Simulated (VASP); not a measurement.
The system is FeCo3.

```
Fe Co
1.0
     3.53570    0.00000    0.00000
     0.00000    3.53570    0.00000
     0.00000    0.00000    3.53570
Fe Co
1 3
Cartesian
  0.0000 0.0000 0.0000
  1.7679 1.7679 0.0000
  1.7679 0.0000 1.7679
  0.0000 1.7679 1.7679
```

- Program: VASP 6.6.1
- Task: relaxation of cell and atoms
- Functional: PBEsol
- Potentials or basis: VASP PAW PBE potentials, release 64 (Fe, Co)
- Cutoff: 600 eV
- k mesh: 12 × 12 × 12
- Occupations: gaussian, width 0.1 eV
- Spin: no spin polarisation

At the start: pressure -26.1 GPa; volume 11.05 Å³/atom.

Q: How do energy, volume and symmetry change on relaxing?

A: Over 9 steps the energy falls by 110.5 meV/atom and the volume is 9.84 Å³/atom (-11.0 %); space group Pm-3m (No. 221, to 0.1 Å) before and after.

Step by step:
| step | energy change (eV) | largest force (eV/Å) | pressure (GPa) | volume (Å³) |
| --- | --- | --- | --- | --- |
| 1 | 0.0000 | 0.0000 | -26.07 | 44.20 |
| 2 | 0.5839 | 0.0000 | 66.88 | 33.67 |
| 3 | 0.6124 | 0.0000 | 4.91 | 39.54 |
| 4 | -0.4149 | 0.0000 | -5.85 | 40.19 |
| 5 | -0.4367 | 0.0000 | -3.51 | 39.84 |
| 6 | -0.4390 | 0.0000 | -2.68 | 39.71 |
| 7 | -0.4402 | 0.0000 | -2.11 | 39.63 |
| 8 | -0.4420 | 0.0000 | -0.37 | 39.40 |
| 9 | -0.4420 | 0.0000 | 0.01 | 39.35 |

Final structure:
```
Fe Co
1.0
     3.40145    0.00000    0.00000
     0.00000    3.40145    0.00000
     0.00000    0.00000    3.40145
Fe Co
1 3
Direct
  0.00000 0.00000 0.00000
  0.50000 0.50000 0.00000
  0.50000 0.00000 0.50000
  0.00000 0.50000 0.50000
```

Caveat: the PAW data sets were made with another functional, which shifts forces and pressure a little; the run has no spin polarisation, though such a crystal can be magnetic.
